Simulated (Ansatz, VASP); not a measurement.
Two plane-wave programs on Sn

Contents of INCAR:

```
PREC     = Accurate       # precision mode
ENCUT    = 520            # plane-wave cutoff, eV
EDIFF    = 1E-6           # SCF threshold, eV
ISMEAR   = -1             # smearing method
SIGMA    = 0.3            # smearing width, eV
LREAL    = False          # projectors in reciprocal space
LASPH    = True           # aspherical terms in the spheres
NELM     = 100            # most SCF steps
ALGO     = Normal         # electronic algorithm
ISIF     = 2              # what is computed and relaxed
LWAVE    = False          # write WAVECAR
LCHARG   = False          # write CHGCAR
NBANDS   = 21             # bands
```

File KPOINTS:

```
regular mesh
0
Gamma
  9 9 9
```

The input POSCAR:

```
Sn
1.0
    0.0000000000      3.2380799619      3.2380799619
    3.2380799619      0.0000000000      3.2380799619
    3.2380799619      3.2380799619      0.0000000000
Sn
2
Direct
    0.5000000000      0.5000000000      0.5000000000
    0.7500000000      0.7500000000      0.7500000000
```

Input for Ansatz:

```yaml
crystal:
  lattice:
    - [0.0, 3.2380799619, 3.2380799619]
    - [3.2380799619, 0.0, 3.2380799619]
    - [3.2380799619, 3.2380799619, 0.0]
  atoms:
    - { symbol: Sn, position: [0.5, 0.5, 0.5] }
    - { symbol: Sn, position: [0.75, 0.75, 0.75] }
hamiltonian:
  xc: lda
  pseudopotentials:
    kind: paw
    azcp:
      Sn: "pseudopotentials/Sn.paw.azcp"
basis:
  ecutwfc: 420
  fft_grid_basis: typed
kpoints:
  mp_grid: { grid: [9, 9, 9], shift: [0, 0, 0] }
magnetization:
  spin_polarized: false
scf:
  occupations: { method: fermi_dirac, width: 0.3 }
  lower_state_search: "off"
output:
  stress: true
```

Alike in both runs: task single point; functional LDA; k mesh 9 × 9 × 9; occupations fermi-dirac, width 0.3 eV; no spin polarisation.

|  | VASP | Ansatz |
| --- | --- | --- |
| version | VASP 6.6.1 | Ansatz 0.2.0 |
| potentials or method | VASP PAW LDA potentials, release 64 (Sn_d), cutoff 520 eV | plane waves (420 eV) with PAW, scalar-relativistic |
| valence electrons in the cell | 28 | 28 |

```tsv
	VASP	Ansatz	Ansatz less VASP
pressure (GPa)	0.3	0.3	-0.01
```

Ansatz warns that its potentials were made for another functional, while VASP's fit it. LDA's correlation is that of Perdew and Zunger in VASP and of Perdew and Wang (1992) in Ansatz.
